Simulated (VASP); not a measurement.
Wanted: the native input for a VASP 6.6.1 run.

```
Task                   : relaxation of cell and atoms
Functional             : PBE
Potentials or basis    : VASP PAW PBE potentials, release 64 (Rh_pv)
Cutoff                 : 500 eV
k mesh                 : 6 × 6 × 6
Occupations            : methfessel-paxton, width 0.05 eV
Spin                   : no spin polarisation
Dipole correction      : no
Further INCAR settings : ALGO = Normal; EDIFF = 1e-07; IBRION = 2; EDIFFG = -0.03; NSW = 80; ISIF = 3
```

The structure of Rh lies in POSCAR:

```
Rh
1.0
    0.0000000000      2.6100000000      2.6100000000
    2.6100000000      0.0000000000      2.6100000000
    2.6100000000      2.6100000000      0.0000000000
Rh
2
Direct
    1.0000000000      1.0000000000      1.0000000000
    0.2500000000      0.2500000000      0.2500000000
```

This isn't the form of Rh at room conditions, which is fcc.

One way to write it, as run:

INCAR

```
SYSTEM = Rh
PREC = Accurate
ENCUT = 500
EDIFF = 1E-7
ISMEAR = 1
SIGMA = 0.05
LREAL = .FALSE.
LASPH = .TRUE.
NELM = 120
ALGO = Normal
ISIF = 3
LWAVE = .FALSE.
LCHARG = .FALSE.
GGA = PE
IBRION = 2
NSW = 80
EDIFFG = -0.03
GGA_COMPAT = .FALSE.
NELMIN = 4
```

KPOINTS

```
Automatic mesh
0
G
  6 6 6
  0 0 0
```

Potentials or basis: VASP PAW PBE potentials, release 64 (Rh_pv).

Run with:

```sh
$ cat potpaw_PBE.64/Rh_pv/POTCAR > POTCAR
$ mpirun -np 1 vasp_std > vasp.out
```

It gave:

```yaml
Relaxed_volume: 20.83 Å³/atom
Relaxed_cell: a = 3.891 Å, b = 3.891 Å, c = 3.891 Å, α = 60.00°, β = 60.00°, γ = 60.00°
Space_group_after_relaxing_to_0.1_Å: Fd-3m (No. 227)
Energy_gained_by_relaxing: 257.1 meV/atom
Ionic_steps: 5
Pressure_after_relaxing: 0.0 GPa
Band_gap_on_the_k_mesh: zero (bands 15 and 16 overlap by 0.93 eV)
```

Caveat: the volume moved by over 15 % at a fixed basis, so the end points are rough.

It took 41 s on 1 thread of Intel(R) Xeon(R) Platinum 8488C (Sapphire Rapids), with other jobs on the host, peak memory 0.16 GiB.
